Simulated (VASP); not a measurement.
# In in VASP: single point with PBE

Aim: the single point of In with PBE.

Everything below comes from runs of VASP 6.6.1. Logs are shortened: lines on timing, memory, paths and dates and some standing lists are left out, and cuts for length are marked.

## Step 1: The cell of the first run

The cell holds a slab with vacuum, 5 atoms: a = 3.252 Å, b = 3.378 Å, c = 25.871 Å, α = 90.00°, β = 90.00°, γ = 118.78°.

## Step 2: Single point, PBE

The input, INCAR:

```
SYSTEM = In
ALGO = Normal ; DIPOL = 0.5 0.5 0.500
EDIFF = 1E-6 ; ENCUT = 520
GGA = PE ; IDIPOL = 3
ISIF = 2 ; ISMEAR = -1
LASPH = .TRUE. ; LCHARG = .TRUE.
LDIPOL = .TRUE. ; LELF = .TRUE.
LREAL = .FALSE. ; LVACPOTAV = .TRUE.
LVHAR = .TRUE. ; LWAVE = .FALSE.
NBANDS = 40 ; NELM = 60
PREC = Accurate ; SIGMA = 0.05
```

The input, KPOINTS:

```
k-points
0
G
  9 9 1
  0 0 0
```

The input, POSCAR:

```
In
1.0
    3.2523000000      0.0000000000      0.0000000000
   -1.6261500000      2.9605392119      0.0000000000
    0.0000000000      0.0000000000     25.8710299161
In
5
Direct
    0.3017029605      0.6034059209      0.2898995527
    0.6034059209      0.2068118419      0.3949497763
    0.9051088814      0.8102177628      0.5000000000
    0.2068118419      0.4136236837      0.6050502237
    0.5085148023      0.0170296047      0.7101004473
```

Potentials or basis: VASP PAW PBE potentials, release 64 (In_d).

On the command line:

```console
$ cat potpaw_PBE.64/In_d/POTCAR > POTCAR
$ mpirun -np 1 vasp_std > vasp.out
```

OUTCAR:

```text
SYSTEM = In
   EDIFF = 1E-6
   ENCUT = 520
   GGA = PE
   ISIF = 2
   ISMEAR = -1
   LASPH = .TRUE.
   LREAL = .FALSE.
   NELM = 60
   PREC = Accurate

 ion  position               nearest neighbor table
   1  0.302  0.603  0.290-   2 3.25   2 3.38   2 3.38
   2  0.603  0.207  0.395-   1 3.25   3 3.25   1 3.38   1 3.38   3 3.38   3 3.38
   3  0.905  0.810  0.500-   4 3.25   2 3.25   4 3.38   2 3.38   2 3.38   4 3.38
   4  0.207  0.414  0.605-   5 3.25   3 3.25   5 3.38   5 3.38   3 3.38   3 3.38
   5  0.509  0.017  0.710-   4 3.25   4 3.38   4 3.38

  LATTYP: Found a base centered orthorhombic cell.
 ALAT       =     3.2523000000
 B/A-ratio  =     1.8205818725
 C/A-ratio  =     7.9546874262

  Lattice vectors:

 A1 = (   1.6261500000,  -2.9605392119,   0.0000000000)
 A2 = (   1.6261500000,   2.9605392119,   0.0000000000)
 A3 = (   0.0000000000,   0.0000000000,  25.8710299161)

Analysis of symmetry for initial positions (statically):
=====================================================================
 Subroutine PRICEL returns:
 Original cell was already a primitive cell.

 Routine SETGRP: Setting up the symmetry group for a
 base centered orthorhombic supercell.

 Subroutine GETGRP returns: Found  4 space group operations
 (whereof  2 operations were pure point group operations)
 out of a pool of  8 trial point group operations.

The static configuration has the point symmetry C_1h.
 The point group associated with its full space group is C_2h.

Analysis of symmetry for dynamics (positions and initial velocities):
=====================================================================
 Subroutine PRICEL returns:
 Original cell was already a primitive cell.

 Routine SETGRP: Setting up the symmetry group for a
 base centered orthorhombic supercell.

 Subroutine GETGRP returns: Found  4 space group operations
 (whereof  2 operations were pure point group operations)
 out of a pool of  8 trial point group operations.

The dynamic configuration has the point symmetry C_1h.
 The point group associated with its full space group is C_2h.

 Subroutine INISYM returns: Found  4 space group operations
 (whereof  2 operations are pure point group operations),
 and found     1 'primitive' translations

----------------------------------------------------------------------------------------

                                     Primitive cell

[... 91 lines left out ...]
   LSORBIT =      F    spin-orbit coupling
   LASPH  =      T    aspherical Exc in radial PAW
   ENCUT  =  520.0 eV  38.22 Ry    6.18 a.u.   6.05  6.28 48.10*2*pi/ulx,y,z
   NELM   =     60;   NELMIN=  2; NELMDL= -5     # of ELM steps
   EDIFF  = 0.1E-05   stopping-criterion for ELM
   LREAL  =      F    real-space projection
   EDIFFG = 0.1E-04   stopping-criterion for IOM
   NSW    =      0    number of steps for IOM
   IBRION =     -1    ionic relax: 0-MD 1-quasi-New 2-CG
   NFREE  =      0    steps in history (QN), initial steepest desc. (CG)
   ISIF   =      2    stress and relaxation
   ISYM   =      2    0-nonsym 1-usesym 2-fastsym
   POTIM  = 0.5000    time-step for ionic-motion
   TEBEG  =    0.0;   TEEND  =   0.0 temperature during run
   PSTRESS=    0.0 pullay stress
   NELECT =      65.0000    total number of electrons
   NUPDOWN=      -1.0000    fix difference up-down
   EMIN   =  10.00;   EMAX   =-10.00  energy-range for DOS
   EFERMI =   0.00;   METHOD = LEGACY
   ISMEAR =    -1;   SIGMA  =   0.05  broadening in eV -4-tet -1-fermi 0-gaus
   EFERMI_NEDOS =   21; number of points for ismear=-14 and -15
   IALGO  =     38    algorithm
   IMIX   =      4    mixing-type and parameters
     AMIX     =   0.40;   BMIX     =  1.00
     AMIX_MAG =   1.60;   BMIX_MAG =  1.00
  volume/ion in A,a.u.               =      49.82       336.20
  Fermi-wavevector in a.u.,A,eV,Ry     =   1.046135  1.976908 14.890184  1.094398
  Thomas-Fermi vector in A             =   2.180960
   LORBIT       =      0    0 simple, 1 ext, 2 COOP (PROOUT), +10 PAW based schemes
   GGA     = PE    functional components
   LHFCALC =     F    Hartree Fock is set to
   AEXX    =    0.0000 exact exchange contribution
   IVDW    =     0    specifies the selected vdW correction
   LEPSILON=     F    determine dielectric tensor
   LRPA    =     F    only Hartree local field effects (RPA)
 non-spin polarized calculation
  energy-cutoff  :      520.00
  volume of cell :      249.10
 maximum number of plane-waves:      6740
   NGX = 13   NGY = 13   NGZ = 97

 number of electron      65.0000003 magnetization

 dipolmoment           0.000000      0.000000      0.000002 electrons x Angstroem

 Free energy of the ion-electron system (eV)
  ---------------------------------------------------
  ext. energy  EPLUGINS =         0.00000000
  ---------------------------------------------------
  free energy    TOTEN  =       -12.40487300 eV

  energy without entropy =      -12.38063455  energy(sigma->0) =      -12.39275377

 E-fermi :   2.1305     XC(G=0):  -5.9938

 val. band max:        2.1216562827   @ k =   0.1111   0.1111   0.0000
 cond. band min:       2.1704216210   @ k =   0.3333   0.3333   0.0000
 fundamental gap:      0.0487653384
 Fermi energy:         2.1305307831

 k-point     1 :       0.0000    0.0000    0.0000
  band No.  band energies     occupation
      1     -12.5592      2.00000
      2     -12.5479      2.00000
      3     -12.5330      2.00000
      4     -12.5187      2.00000
      5     -12.4992      2.00000
      6     -12.4913      2.00000
[... 1021 lines left out ...]
     39       6.3091      0.00000
     40       7.1636      0.00000

 [... further k-points ...]
[... 5 lines left out ...]
  --------------------------------------------------------------------------------------
  -------------------------------------------------------------------------------------
  Total        0.9383700      0.1165555      1.2104994      0.0000000      0.1111459      0.0000000
  in kB        6.0354486      0.7496669      7.7857426      0.0000000      0.7148730      0.0000000
  external PRESSURE =       4.8569527 kB  Pullay stress =       0.0000000 kB

 VOLUME and BASIS-vectors are now :
 -----------------------------------------------------------------------------
  energy-cutoff  :      520.00
  volume of cell :      249.10
      direct lattice vectors                 reciprocal lattice vectors
     3.252300000  0.000000000  0.000000000     0.307474710  0.168888153  0.000000000
    -1.626150000  2.960539212  0.000000000     0.000000000  0.337776306  0.000000000
     0.000000000  0.000000000 25.871029916     0.000000000  0.000000000  0.038653274

 POSITION                                       TOTAL-FORCE (eV/Angst)
 -----------------------------------------------------------------------------------
      0.00000      1.78641      7.50000         0.000000     -0.003181     -0.141697
      1.62615      0.61227     10.21776        -0.000000     -0.013573      0.053214
      1.62615      2.39868     12.93551         0.000000      0.000000      0.000000
      0.00000      1.22455     15.65327         0.000000      0.013573     -0.053214
      1.62615      0.05042     18.37103        -0.000000      0.003181      0.141697
 -----------------------------------------------------------------------------------
    total drift:                                0.000016      0.000023      0.000145

  FREE ENERGIE OF THE ION-ELECTRON SYSTEM (eV)
  ---------------------------------------------------
  free  energy   TOTEN  =       -12.4048729953 eV

  energy  without entropy=      -12.3806345511  energy(sigma->0) =      -12.39275377

 vacuum level on the upper side and lower side of the slab         5.979         5.979
```

OSZICAR:

```text
N       E                     dE             d eps       ncg     rms          rms(c)
DAV:   1     0.640520475395E+03    0.64052E+03   -0.30913E+04  2016   0.179E+03
DAV:   2     0.583221493854E+02   -0.58220E+03   -0.57270E+03  2024   0.479E+02
DAV:   3    -0.957237970371E+01   -0.67895E+02   -0.67023E+02  2344   0.194E+02
[... 17 lines left out ...]
DAV:  21    -0.124048580019E+02   -0.15530E-04   -0.68453E-07  1416   0.896E-03    0.207E-03
DAV:  22    -0.124048641471E+02   -0.61452E-05   -0.29464E-07  1432   0.803E-03    0.164E-03
DAV:  23    -0.124048717029E+02   -0.75558E-05   -0.35618E-07  1368   0.747E-03    0.118E-03
DAV:  24    -0.124048727455E+02   -0.10426E-05   -0.84446E-08  1400   0.344E-03    0.560E-04
DAV:  25    -0.124048729953E+02   -0.24989E-06   -0.22496E-08  1256   0.218E-03
   1 F= -.12404873E+02 E0= -.12392754E+02  d E =-.242384E-01
```

stdout:

```text
POSCAR found type information on POSCAR In
 POSCAR found :  1 types and       5 ions
 scaLAPACK will be used
 LDA part: xc-table for (Slater+PW92), standard interpolation
 POSCAR, INCAR and KPOINTS ok, starting setup
 FFT: planning ... GRIDC
 FFT: planning ... GRID_SOFT
 FFT: planning ... GRID
 WAVECAR not read
 entering main loop
 -----------------------------------------------------------------------------
|                                                                             |
|           W    W    AA    RRRRR   N    N  II  N    N   GGGG   !!!           |
|           W    W   A  A   R    R  NN   N  II  NN   N  G    G  !!!           |
|           W    W  A    A  R    R  N N  N  II  N N  N  G       !!!           |
|           W WW W  AAAAAA  RRRRR   N  N N  II  N  N N  G  GGG   !            |
|           WW  WW  A    A  R   R   N   NN  II  N   NN  G    G                |
|           W    W  A    A  R    R  N    N  II  N    N   GGGG   !!!           |
|                                                                             |
|     Did not find any points to average over, which means that no vacuum     |
|     field-free region was found. Please increase the size of  your cell     |
|     in the dimension of the dipole correction to obtain accurate            |
|     workfunction values.                                                    |
|                                                                             |
 -----------------------------------------------------------------------------
```

It took 5.6 min on 1 thread of Intel Xeon 6975P-C, shared host; peak memory 0.45 GiB.

Results:

| Quantity | Value |
| --- | --- |
| Free energy | -12.4049 eV |
| Largest force | 0.142 eV/Å |

Forces in eV/Å, atoms in the order of the input:
```
In   0.000 -0.003 -0.142
In   0.000 -0.014  0.053
In   0.000  0.000  0.000
In   0.000  0.014 -0.053
In   0.000  0.003  0.142
```

Levels at points of the mesh, in eV from the Fermi level:
```tsv
k point	band 28	band 29	band 30	band 31	band 32	band 33	band 34	band 35	band 36	band 37
(0.00, 0.00, 0.00)	-7.86	-6.62	-5.14	-2.60	-0.69	1.46	3.06	3.92	4.15	5.81
```

Caveat: spin-orbit coupling is left out, which moves the levels of the heavy elements.
